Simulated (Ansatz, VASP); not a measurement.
## Se: VASP beside Ansatz

```xyz
3
Lattice="4.3552 -0.0218 -0.0218 -2.1964 3.7826 -0.0080 -0.0247 -0.0247 4.9494" Properties=species:S:1:pos:R:3 pbc="T T T"
Se    0.9409   -0.0088    0.8202
Se   -0.4973    0.8002    4.1228
Se    1.6779    2.9323    2.4514
```

Change from the starting cell: equal xy, yz and zx shear strains of -1 %.

Alike in both runs: task single point; functional PBE; k mesh 8 × 8 × 6; occupations fermi-dirac, width 0.03 eV; no spin polarisation.

```csv
,VASP,Ansatz
version,VASP 6.6.1,Ansatz 0.2.0
potentials or method,"VASP PAW PBE potentials, release 64 (Se), cutoff 520 eV","all-electron LAPW, scalar-relativistic"
```

|  | VASP | Ansatz | Ansatz less VASP |
| --- | --- | --- | --- |
| gap on the k mesh at the Fermi level (eV) | 1.08 | 1.10 | +0.026 |
| pressure (GPa) | 5.7 | 5.5 | -0.19 |
| traceless stress, the component that is largest in VASP (GPa) | 1.91 | 1.83 | -0.082 |
| rms of the force components (eV/Å) | 0.692 | 0.662 | -0.0293 |

Atom by atom the forces differ by 0.029 eV/Å (rms over components). Ansatz ran all-electron here, and VASP with PAW potentials.
